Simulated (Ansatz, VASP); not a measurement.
**One calculation of Cu3Sn2, two programs**

```
Cu Sn
1.0
     0.00000    4.84726    4.84726
     4.84726    0.00000    4.84726
     4.84726    4.84726    0.00000
Cu Sn
6 4
Direct
  0.75000 0.25000 0.25000
  0.25000 0.75000 0.75000
  0.25000 0.75000 0.25000
  0.75000 0.25000 0.75000
  0.25000 0.25000 0.75000
  0.75000 0.75000 0.25000
  0.50000 0.50000 0.50000
  0.25000 0.25000 0.25000
  0.75000 0.75000 0.75000
  0.00000 0.00000 0.00000
```

Alike in both runs: functional PBE; k mesh 4 × 4 × 4; occupations gaussian, width 0.1 eV; no spin polarisation.

Ansatz relaxed the structure, and its values are those at the end. VASP's run is a single point on that final structure, the one shown.

|  | VASP | Ansatz |
| --- | --- | --- |
| version | VASP 6.6.1 | Ansatz 0.2.0 |
| potentials or method | VASP PAW PBE potentials, release 64 (Cu, Sn_d), cutoff 520 eV | scalar-relativistic, plane waves, PAW |
| valence electrons in the cell | 122 | 170 |

Ansatz gave:

* gap on the k mesh at the Fermi level (eV): none
* pressure (GPa): 0.3

Question: Which values does VASP return?

Answer: gap on the k mesh at the Fermi level (eV): none; pressure (GPa): 0.6.

A gap of «none» marks a metal or a gap that the smearing closes. With one functional, cell and mesh, what is left measures potentials, basis and numerics. VASP's potentials hold 122 valence electrons a cell and Ansatz's 170, so a difference there can come from the potentials and not from the codes.
